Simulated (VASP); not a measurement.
# HfO2 (Fm-3m) in VASP: notebook

Aim: see how the results for HfO2 move with the level of theory and the settings. Levels: PBE, r2SCAN. Tasks: single point.

Everything below comes from runs of VASP 6.6.1. Logs are shortened: lines on timing, memory, paths and dates and some standing lists are left out, and cuts for length are marked.

**1. The cell of the first run**

It takes space group Fm-3m (No. 225, cubic). Conventional cell: a = 5.198 Å, b = 5.198 Å, c = 5.198 Å, α = 90.00°, β = 90.00°, γ = 90.00°. Within 3.0 Å of Hf (site symmetry m-3m) lie 8 O at 2.25 Å. O (site symmetry -43m) has 4 Hf at 2.25 Å and 6 O at 2.60 Å within 3.0 Å.

**2. Single point, PBE (volume changed by +6%)**

The input, INCAR:

```
  PREC = Accurate
  ENCUT = 520
  EDIFF = 1E-6
  ISMEAR = 0
  SIGMA = 0.01
  LREAL = F
  LASPH = T
  NELM = 100
  ALGO = Normal
  ISIF = 2
  LWAVE = F
  LCHARG = T
  GGA = PE
  LELF = T
  LVHAR = T
  NBANDS = 18
```

The input, KPOINTS:

```
Automatic mesh
0
Gamma
  8 8 8
```

The input, POSCAR:

```
HfO2
1.0
    0.0000000000      2.5987953082      2.5987953082
    2.5987953082      0.0000000000      2.5987953082
    2.5987953082      2.5987953082      0.0000000000
Hf O
1 2
Direct
    0.0000000000      0.0000000000      0.0000000000
    0.2500000000      0.2500000000      0.2500000000
    0.7500000000      0.7500000000      0.7500000000
```

Potentials or basis: VASP PAW PBE potentials, release 64 (Hf_pv, O).

Run with:

```console
$ cat potpaw_PBE.64/Hf_pv/POTCAR potpaw_PBE.64/O/POTCAR > POTCAR
$ mpirun -np 1 vasp_std > vasp.out
```

OUTCAR:

```text
PREC = Accurate
   ENCUT = 520
   EDIFF = 1E-6
   ISMEAR = 0
   LREAL = F
   LASPH = T
   NELM = 100
   ISIF = 2
   GGA = PE

 ion  position               nearest neighbor table
   1  0.000  0.000  0.000-   3 2.25   3 2.25   3 2.25   2 2.25   3 2.25   2 2.25   2 2.25   2 2.25

   2  0.250  0.250  0.250-   1 2.25   1 2.25   1 2.25   1 2.25
   3  0.750  0.750  0.750-   1 2.25   1 2.25   1 2.25   1 2.25

  LATTYP: Found a face centered cubic cell.
 ALAT       =     5.1975906164

  Lattice vectors:

 A1 = (   0.0000000000,   2.5987953082,   2.5987953082)
 A2 = (   2.5987953082,   0.0000000000,   2.5987953082)
 A3 = (   2.5987953082,   2.5987953082,   0.0000000000)

Analysis of symmetry for initial positions (statically):
=====================================================================
 Subroutine PRICEL returns:
 Original cell was already a primitive cell.

 Routine SETGRP: Setting up the symmetry group for a
 face centered cubic supercell.

 Subroutine GETGRP returns: Found 48 space group operations
 (whereof 48 operations were pure point group operations)
 out of a pool of 48 trial point group operations.

The static configuration has the point symmetry O_h .

Analysis of symmetry for dynamics (positions and initial velocities):
=====================================================================
 Subroutine PRICEL returns:
 Original cell was already a primitive cell.

 Routine SETGRP: Setting up the symmetry group for a
 face centered cubic supercell.

 Subroutine GETGRP returns: Found 48 space group operations
 (whereof 48 operations were pure point group operations)
 out of a pool of 48 trial point group operations.

The dynamic configuration has the point symmetry O_h .

 Subroutine INISYM returns: Found 48 space group operations
 (whereof 48 operations are pure point group operations),
 and found     1 'primitive' translations

----------------------------------------------------------------------------------------

                                     Primitive cell

  volume of cell :      35.1032

  direct lattice vectors                    reciprocal lattice vectors
     0.000000000  2.598795308  2.598795308    -0.192396838  0.192396838  0.192396838
     2.598795308  0.000000000  2.598795308     0.192396838 -0.192396838  0.192396838
     2.598795308  2.598795308  0.000000000     0.192396838  0.192396838 -0.192396838

  length of vectors
     3.675251571  3.675251571  3.675251571     0.333241099  0.333241099  0.333241099

  position of ions in fractional coordinates (direct lattice)
     0.000000000  0.000000000  0.000000000
     0.250000000  0.250000000  0.250000000
     0.750000000  0.750000000  0.750000000

  ion indices of the primitive-cell ions
   primitive index   ion index
                 1           1
                 2           2
                 3           3

----------------------------------------------------------------------------------------

 KPOINTS: Automatic mesh

Automatic generation of k-mesh.
 Grid dimensions read from file:
 generate k-points for:    8    8    8

 Generating k-lattice:

  Cartesian coordinates                     Fractional coordinates (reciprocal lattice)
    -0.024049605  0.024049605  0.024049605     0.125000000  0.000000000  0.000000000
     0.024049605 -0.024049605  0.024049605     0.000000000  0.125000000  0.000000000
     0.024049605  0.024049605 -0.024049605     0.000000000  0.000000000  0.125000000

  Length of vectors
     0.041655137  0.041655137  0.041655137

  Shift w.r.t. Gamma in fractional coordinates (k-lattice)
     0.000000000  0.000000000  0.000000000

 Subroutine IBZKPT returns following result:
 ===========================================

 Found     29 irreducible k-points:

 Following reciprocal coordinates:
            Coordinates               Weight
  0.000000  0.000000  0.000000      1.000000
  0.125000  0.000000  0.000000      8.000000
  0.250000  0.000000  0.000000      8.000000
  0.375000  0.000000  0.000000      8.000000
  0.500000  0.000000  0.000000      4.000000
  0.125000  0.125000  0.000000      6.000000
[... 16 lines left out ...]
  0.500000  0.250000  0.125000     48.000000
 -0.375000  0.250000  0.125000     24.000000
 [... further k-points ...]
   k-points           NKPTS =     29   k-points in BZ     NKDIM =     29   number of bands    NBANDS=     18
   number of dos      NEDOS =    301   number of ions     NIONS =      3
   total plane-waves  NPLWV =  21952
   dimension x,y,z NGX =    28 NGY =   28 NGZ =   28
   dimension x,y,z NGXF=    56 NGYF=   56 NGZF=   56
   ions per type =               1   2
   NGX,Y,Z   is equivalent  to a cutoff of  12.67, 12.67, 12.67 a.u.
   NGXF,Y,Z  is equivalent  to a cutoff of  25.33, 25.33, 25.33 a.u.
 SYSTEM =  unknown system
   PREC   = accura    normal or accurate (medium, high low for compatibility)
   ISTART =      0    job   : 0-new  1-cont  2-samecut
   ICHARG =      2    charge: 1-file 2-atom 10-const
   ISPIN  =      1    spin polarized calculation?
   LNONCOLLINEAR =      F non collinear calculations
   LSORBIT =      F    spin-orbit coupling
   LASPH  =      T    aspherical Exc in radial PAW
   ENCUT  =  520.0 eV  38.22 Ry    6.18 a.u.   6.83  6.83  6.83*2*pi/ulx,y,z
   NELM   =    100;   NELMIN=  2; NELMDL= -5     # of ELM steps
   EDIFF  = 0.1E-05   stopping-criterion for ELM
   LREAL  =      F    real-space projection
   EDIFFG = 0.1E-04   stopping-criterion for IOM
   NSW    =      0    number of steps for IOM
   IBRION =     -1    ionic relax: 0-MD 1-quasi-New 2-CG
   NFREE  =      0    steps in history (QN), initial steepest desc. (CG)
   ISIF   =      2    stress and relaxation
   ISYM   =      2    0-nonsym 1-usesym 2-fastsym
   POTIM  = 0.5000    time-step for ionic-motion
   TEBEG  =    0.0;   TEEND  =   0.0 temperature during run
   PSTRESS=    0.0 pullay stress
   NELECT =      22.0000    total number of electrons
   NUPDOWN=      -1.0000    fix difference up-down
   EMIN   =  10.00;   EMAX   =-10.00  energy-range for DOS
   EFERMI =   0.00;   METHOD = LEGACY
   ISMEAR =     0;   SIGMA  =   0.01  broadening in eV -4-tet -1-fermi 0-gaus
   EFERMI_NEDOS =   21; number of points for ismear=-14 and -15
   IALGO  =     38    algorithm
   IMIX   =      4    mixing-type and parameters
     AMIX     =   0.40;   BMIX     =  1.00
     AMIX_MAG =   1.60;   BMIX_MAG =  1.00
  volume/ion in A,a.u.               =      11.70        78.96
  Fermi-wavevector in a.u.,A,eV,Ry     =   1.400986  2.647479 26.704978  1.962760
  Thomas-Fermi vector in A             =   2.523892
   LORBIT       =      0    0 simple, 1 ext, 2 COOP (PROOUT), +10 PAW based schemes
   GGA     = PE    functional components
   LHFCALC =     F    Hartree Fock is set to
   AEXX    =    0.0000 exact exchange contribution
   IVDW    =     0    specifies the selected vdW correction
   LEPSILON=     F    determine dielectric tensor
   LRPA    =     F    only Hartree local field effects (RPA)
 non-spin polarized calculation
 Gauss-broadening in eV      SIGMA  =   0.01
  energy-cutoff  :      520.00
  volume of cell :       35.10
 maximum number of plane-waves:       960
   NGX = 13   NGY = 13   NGZ = 13

 number of electron      21.9999998 magnetization

 Free energy of the ion-electron system (eV)
  ---------------------------------------------------
  ext. energy  EPLUGINS =         0.00000000
  ---------------------------------------------------
  free energy    TOTEN  =       -30.12166798 eV

  energy without entropy =      -30.12166798  energy(sigma->0) =      -30.12166798

 E-fermi :   3.7798     XC(G=0): -11.4450

 val. band max:        3.6597254750   @ k =   0.5000   0.5000   0.0000
 cond. band min:       7.2569528747   @ k =   0.5000   0.5000   0.0000
 fundamental gap:      3.5972273996
 Fermi energy:         3.7797742741

 k-point     1 :       0.0000    0.0000    0.0000
  band No.  band energies     occupation
      1     -26.3782      2.00000
      2     -26.3782      2.00000
      3     -26.3782      2.00000
      4     -14.6211      2.00000
      5     -11.9499      2.00000
      6      -1.2428      2.00000
[... 10 lines left out ...]
     17      13.1684      0.00000
     18      16.7306      0.00000

 k-point     2 :       0.1250    0.0000    0.0000
  band No.  band energies     occupation
      1     -26.4245      2.00000
      2     -26.3834      2.00000
      3     -26.3834      2.00000
      4     -14.4484      2.00000
      5     -12.0904      2.00000
      6      -1.1058      2.00000
[... 10 lines left out ...]
     17      12.9446      0.00000
     18      16.6326      0.00000

 k-point     3 :       0.2500    0.0000    0.0000
  band No.  band energies     occupation
      1     -26.5332      2.00000
      2     -26.3961      2.00000
      3     -26.3961      2.00000
      4     -14.0293      2.00000
      5     -12.3911      2.00000
      6      -0.7641      2.00000
[... 10 lines left out ...]
     17      12.5314      0.00000
     18      15.5856      0.00000

 k-point     4 :       0.3750    0.0000    0.0000
  band No.  band energies     occupation
      1     -26.6378      2.00000
      2     -26.4086      2.00000
      3     -26.4086      2.00000
      4     -13.6324      2.00000
      5     -12.6136      2.00000
      6      -0.4156      2.00000
[... 375 lines left out ...]
      4     -13.6802      2.00000
      5     -12.6067      2.00000
      6      -0.7964      2.00000
[... 10 lines left out ...]
     17      12.7692      0.00000
     18      16.0471      0.00000

 k-point    23 :       0.5000    0.2500    0.1250
  band No.  band energies     occupation
      1     -26.6181      2.00000
      2     -26.4843      2.00000
      3     -26.4263      2.00000
      4     -13.3300      2.00000
      5     -12.7769      2.00000
      6      -0.8030      2.00000
[... 10 lines left out ...]
     17      13.7958      0.00000
     18      15.7833      0.00000

 k-point    24 :      -0.3750    0.2500    0.1250
  band No.  band energies     occupation
      1     -26.6387      2.00000
      2     -26.4995      2.00000
      3     -26.4333      2.00000
      4     -13.2217      2.00000
      5     -12.7986      2.00000
      6      -0.8090      2.00000
[... 10 lines left out ...]
     17      14.1851      0.00000
     18      15.6401      0.00000

 [... further k-points ...]
[... 5 lines left out ...]
  --------------------------------------------------------------------------------------
  -------------------------------------------------------------------------------------
  Total       -3.4554988     -3.4554988     -3.4554988      0.0000000      0.0000000      0.0000000
  in kB     -157.7157670   -157.7157670   -157.7157670      0.0000000      0.0000000      0.0000000
  external PRESSURE =    -157.7157670 kB  Pullay stress =       0.0000000 kB

 VOLUME and BASIS-vectors are now :
 -----------------------------------------------------------------------------
  energy-cutoff  :      520.00
  volume of cell :       35.10
      direct lattice vectors                 reciprocal lattice vectors
     0.000000000  2.598795308  2.598795308    -0.192396838  0.192396838  0.192396838
     2.598795308  0.000000000  2.598795308     0.192396838 -0.192396838  0.192396838
     2.598795308  2.598795308  0.000000000     0.192396838  0.192396838 -0.192396838

 POSITION                                       TOTAL-FORCE (eV/Angst)
 -----------------------------------------------------------------------------------
      0.00000      0.00000      0.00000         0.000000      0.000000      0.000000
      1.29940      1.29940      1.29940        -0.000000      0.000000     -0.000000
      3.89819      3.89819      3.89819         0.000000     -0.000000      0.000000
 -----------------------------------------------------------------------------------
    total drift:                                0.000000      0.000000      0.000000

  FREE ENERGIE OF THE ION-ELECTRON SYSTEM (eV)
  ---------------------------------------------------
  free  energy   TOTEN  =       -30.1216679817 eV

  energy  without entropy=      -30.1216679817  energy(sigma->0) =      -30.12166798
```

Run time: 8.9 s. Hardware: 1 thread of Intel Xeon 6975P-C (Granite Rapids), shared host; peak memory 0.16 GiB.

What came out:

```yaml
Free_energy: -30.1217 eV
Pressure: -15.8 GPa
Band_gap_on_the_k_mesh: 3.60 eV, direct
```

Caveat: the cell differs from its parent crystal (volume changed by +6%); spin-orbit coupling is left out, which moves the levels of the heavy elements.

**3. Single point, r2SCAN (volume changed by -6%)**

The input, POSCAR:

```
HfO2
1.0
    0.0000000000      2.4775518652      2.4775518652
    2.4775518652      0.0000000000      2.4775518652
    2.4775518652      2.4775518652      0.0000000000
Hf O
1 2
Direct
    0.0000000000      0.0000000000      0.0000000000
    0.2500000000      0.2500000000      0.2500000000
    0.7500000000      0.7500000000      0.7500000000
```

The input, INCAR.step1:

```
SYSTEM = HfO2
  PREC = Accurate
  ENCUT = 520
  ISMEAR = 0
  SIGMA = 0.01
  LREAL = .False.
  LASPH = .True.
  NELM = 60
  NBANDS = 18
  GGA = PE
  ALGO = Normal
  EDIFF = 1E-4
  LWAVE = .True.
  LCHARG = .False.
```

The input, INCAR.step2:

```
SYSTEM = HfO2
  PREC = Accurate
  ENCUT = 520
  EDIFF = 1E-7
  ISMEAR = 0
  SIGMA = 0.01
  LREAL = .False.
  LASPH = .True.
  NELM = 60
  ALGO = Normal
  ISIF = 2
  LWAVE = .False.
  LCHARG = .True.
  METAGGA = R2SCAN
  LMIXTAU = .True.
  LELF = .True.
  LVHAR = .True.
  NBANDS = 18
  ISTART = 1
```

The input, KPOINTS:

```
regular mesh
0
Gamma
  8 8 8
  0 0 0
```

Potentials or basis: VASP PAW PBE potentials, release 64 (Hf_pv, O).

Run with:

```console
$ cat potpaw_PBE.64/Hf_pv/POTCAR potpaw_PBE.64/O/POTCAR > POTCAR
$ cp INCAR.step1 INCAR
$ mpirun -np 1 vasp_std > vasp.out
$ cp INCAR.step2 INCAR
$ mpirun -np 1 vasp_std > vasp.out
```

Wall time 38 s (1 thread of Intel Xeon 6975P-C (Granite Rapids), shared host); peak memory 0.17 GiB.

The run converged. Its results:

- Free energy: -68.4860 eV
- Pressure: 14.5 GPa
- Band gap on the k mesh: 4.50 eV, direct

Levels at points of the mesh, in eV from the valence-band top:
```
           k point  band 9  band 10  band 11  band 12  band 13  band 14
(0.00, 0.00, 0.00)   -0.67    -0.67    -0.67     4.58     4.58     7.04
(0.50, 0.00, 0.00)   -2.96    -1.97    -1.97     5.37     5.37     8.18
(0.50, 0.50, 0.00)   -1.68    -1.68     0.00     4.50     6.40     7.85
```

Caveat: the cell differs from its parent crystal (volume changed by -6%); the PAW data sets were made with another functional, which shifts forces and pressure a little; spin-orbit coupling is left out, which moves the levels of the heavy elements. A k mesh can miss the band edges.

**4. Single point, r2SCAN (volume changed by -3%)**

The input, POSCAR:

```
HfO2
1.0
    0.0000000000      2.5036332751      2.5036332751
    2.5036332751      0.0000000000      2.5036332751
    2.5036332751      2.5036332751      0.0000000000
Hf O
1 2
Direct
    0.0000000000      0.0000000000      0.0000000000
    0.2500000000      0.2500000000      0.2500000000
    0.7500000000      0.7500000000      0.7500000000
```

The input, INCAR.step1:

```
  ALGO = Normal
  EDIFF = 1E-4
  ENCUT = 520
  GGA = PE
  ISMEAR = 0
  LASPH = True
  LCHARG = False
  LREAL = False
  LWAVE = True
  NBANDS = 18
  NELM = 100
  PREC = Accurate
  SIGMA = 0.01
```

The input, INCAR.step2:

```
  ALGO = Normal
  EDIFF = 1E-7
  ENCUT = 520
  ISIF = 2
  ISMEAR = 0
  ISTART = 1
  LASPH = True
  LCHARG = False
  LMIXTAU = True
  LREAL = False
  LWAVE = False
  METAGGA = R2SCAN
  NBANDS = 18
  NELM = 100
  PREC = Accurate
  SIGMA = 0.01
```

The input, KPOINTS:

```
k-points
0
Gamma
  8 8 8
```

Run with:

```console
$ cat potpaw_PBE.64/Hf_pv/POTCAR potpaw_PBE.64/O/POTCAR > POTCAR
$ cp INCAR.step1 INCAR
$ mpirun -np 1 vasp_std > vasp.out
$ cp INCAR.step2 INCAR
$ mpirun -np 1 vasp_std > vasp.out
```

Run time: 43 s. Hardware: 1 thread of Intel Xeon 6975P-C (Granite Rapids), shared host; peak memory 0.17 GiB.

The run converged. Its results:

```yaml
Free_energy: -68.5446 eV
Pressure: 4.5 GPa
Band_gap_on_the_k_mesh: 4.41 eV, direct
```

Levels at points of the mesh, in eV from the valence-band top:
```
           k point  band 7  band 8  band 9  band 10  band 11  band 12  band 13  band 14  band 15  band 16
(0.00, 0.00, 0.00)   -5.68   -5.68   -0.66    -0.66    -0.66     4.50     4.50     6.77    11.49    11.49
(0.50, 0.00, 0.00)   -4.57   -3.12   -2.89    -1.94    -1.94     5.25     5.25     7.86     9.75    10.37
(0.50, 0.50, 0.00)   -3.67   -3.67   -1.62    -1.62     0.00     4.40     6.22     7.53     9.02     9.02
```

Caveat: the cell differs from its parent crystal (volume changed by -3%); the PAW data sets were made with another functional, which shifts forces and pressure a little; spin-orbit coupling is left out, which moves the levels of the heavy elements. A k mesh can miss the band edges.

**5. Single point, r2SCAN**

This run uses another cell than the first one, of 10.79 Å³/atom, 0.922 times its volume.

The input, POSCAR:

```
HfO2
1.0
    0.0000000000      2.5291823181      2.5291823181
    2.5291823181      0.0000000000      2.5291823181
    2.5291823181      2.5291823181      0.0000000000
Hf O
1 2
Direct
    0.0000000000      0.0000000000      0.0000000000
    0.2500000000      0.2500000000      0.2500000000
    0.7500000000      0.7500000000      0.7500000000
```

The input, INCAR.step1:

```
SYSTEM = HfO2
  PREC = Accurate
  ENCUT = 520
  ISMEAR = 0
  SIGMA = 0.01
  LREAL = .FALSE.
  LASPH = .TRUE.
  NELM = 80
  NBANDS = 18
  GGA = PE
  ALGO = Normal
  EDIFF = 1E-4
  LWAVE = .TRUE.
  LCHARG = .FALSE.
```

The input, INCAR.step2:

```
SYSTEM = HfO2
  PREC = Accurate
  ENCUT = 520
  EDIFF = 1E-6
  ISMEAR = 0
  SIGMA = 0.01
  LREAL = .FALSE.
  LASPH = .TRUE.
  NELM = 80
  ALGO = Normal
  ISIF = 2
  LWAVE = .FALSE.
  LCHARG = .TRUE.
  METAGGA = R2SCAN
  LMIXTAU = .TRUE.
  LELF = .TRUE.
  LVHAR = .TRUE.
  NBANDS = 18
  ISTART = 1
```

The input, KPOINTS:

```
Automatic mesh
0
G
  8 8 8
  0 0 0
```

Run with:

```console
$ cat potpaw_PBE.64/Hf_pv/POTCAR potpaw_PBE.64/O/POTCAR > POTCAR
$ cp INCAR.step1 INCAR
$ mpirun -np 1 vasp_std > vasp.out
$ cp INCAR.step2 INCAR
$ mpirun -np 1 vasp_std > vasp.out
```

It took 34 s on 1 thread of Intel Xeon 6975P-C (Granite Rapids), shared host; peak memory 0.17 GiB.

Results (log left out):

```yaml
Free_energy: -68.5474 eV
Pressure: -3.9 GPa
Band_gap_on_the_k_mesh: 4.32 eV, direct
```

Levels at points of the mesh, in eV from the valence-band top:
| k point | band 9 | band 10 | band 11 | band 12 | band 13 | band 14 |
| --- | --- | --- | --- | --- | --- | --- |
| (0.00, 0.00, 0.00) | -0.64 | -0.64 | -0.64 | 4.42 | 4.42 | 6.52 |
| (0.50, 0.00, 0.00) | -2.82 | -1.90 | -1.90 | 5.13 | 5.13 | 7.56 |
| (0.50, 0.50, 0.00) | -1.56 | -1.56 | 0.00 | 4.32 | 6.05 | 7.24 |

Caveat: the PAW data sets were made with another functional, which shifts forces and pressure a little; spin-orbit coupling is left out, which moves the levels of the heavy elements. r2SCAN opens gaps a little over a GGA but as a rule still falls short of measured ones.

(Continued in part 2 of 2.)
